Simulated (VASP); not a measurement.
Runs of VASP 6.6.1 on BeV2. The structure is that of space group P6_3/mmc (No. 194), or close to it. The cells are those of the table. 

```csv
task,spin,cell,k mesh,cutoff (eV),gap on the mesh (eV),pressure (GPa),largest force (eV/Å)
single point,off,"a = 2.541, b = 2.541, c = 13.209 Å, angles 90.0, 90.0, 120.0°, 6 atoms",6 × 6 × 2,520,none,-0.1,-
single point,"collinear, ferromagnetic start","a = 2.650, b = 2.650, c = 10.309 Å, angles 90.0, 90.0, 120.0°, 6 atoms",6 × 6 × 2,520,none,62.5,6.34
relaxation of cell and atoms,off,"relaxed from a = 2.650, b = 2.650, c = 10.309 Å, angles 90.0, 90.0, 120.0°, 6 atoms",6 × 6 × 2,600,none,0.0,0.04
single point,off,"a = 2.546, b = 2.546, c = 13.146 Å, angles 90.0, 90.0, 120.0°, 6 atoms",18 × 18 × 4,520,none,(a),-
```

Alike in all rows: level PBE; potentials or basis VASP PAW PBE potentials, release 64 (Be, V_sv); smearing gaussian 0.1 eV.

Problem. Fill in the values left out.

Solution. (a) 0.2.

Caveats: some runs use coarse meshes; forces of over 1 eV/Å act on the atoms, so gaps and moduli don't describe the material at rest (some runs).

A gap of «none» marks levels without a gap at the run's occupations.
